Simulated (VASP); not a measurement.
Write the native input for VASP 6.6.1 that does the following.

- Task: single point
- Functional: r2SCAN
- Potentials or basis: VASP PAW PBE potentials, release 64 (Ir)
- Cutoff: 520 eV
- k mesh: 22 × 22 × 22
- Occupations: gaussian, width 0.15 eV
- Spin: no spin polarisation
- Dipole correction: no
- Further INCAR settings: ALGO = Normal; EDIFF = 1e-06; NBANDS = 10

Ir:

```xyz
1
Lattice="0.0000 1.7661 1.9197 1.7661 0.0000 1.9197 1.7661 1.7661 0.0000" Properties=species:S:1:pos:R:3 pbc="T T T"
Ir    0.0000    0.0000    0.0000
```

This cell differs from its parent crystal: strain -0.080 along x and y, +0.000 along z.

These files were run (other wordings do the same):

POSCAR

```
Ir
1.0
    0.0000000000      1.7661240000      1.9197000000
    1.7661240000      0.0000000000      1.9197000000
    1.7661240000      1.7661240000      0.0000000000
Ir
1
Direct
    0.0000000000      0.0000000000      0.0000000000
```

INCAR.step1

```
SYSTEM = Ir
PREC = Accurate
ENCUT = 520
ISMEAR = 0
SIGMA = 0.15
LREAL = .FALSE.
LASPH = .TRUE.
NELM = 60
NBANDS = 10
GGA = PE
ALGO = Normal
EDIFF = 1E-4
LWAVE = .TRUE.
LCHARG = .FALSE.
```

INCAR.step2

```
SYSTEM = Ir
PREC = Accurate
ENCUT = 520
EDIFF = 1E-6
ISMEAR = 0
SIGMA = 0.15
LREAL = .FALSE.
LASPH = .TRUE.
NELM = 60
ALGO = Normal
ISIF = 2
LWAVE = .FALSE.
LCHARG = .TRUE.
METAGGA = R2SCAN
LMIXTAU = .TRUE.
LELF = .TRUE.
LVHAR = .TRUE.
NBANDS = 10
ISTART = 1
```

KPOINTS

```
regular mesh
0
G
  22 22 22
  0 0 0
```

Potentials or basis: VASP PAW PBE potentials, release 64 (Ir).

Command:

```sh
$ cat potpaw_PBE.64/Ir/POTCAR > POTCAR
$ cp INCAR.step1 INCAR
$ mpirun -np 1 vasp_std > vasp.out
$ cp INCAR.step2 INCAR
$ mpirun -np 1 vasp_std > vasp.out
```

It gave:

| Item | Value |
| --- | --- |
| Pressure | 107.1 GPa |

Caveat: the cell differs from its parent crystal (strain -0.080 along x and y, +0.000 along z); the PAW data sets were made with another functional, which shifts forces and pressure a little.

Wall time 2.2 min on 1 thread of Intel(R) Xeon(R) 6975P-C (Granite Rapids) (shared host), peak memory 0.22 GiB.
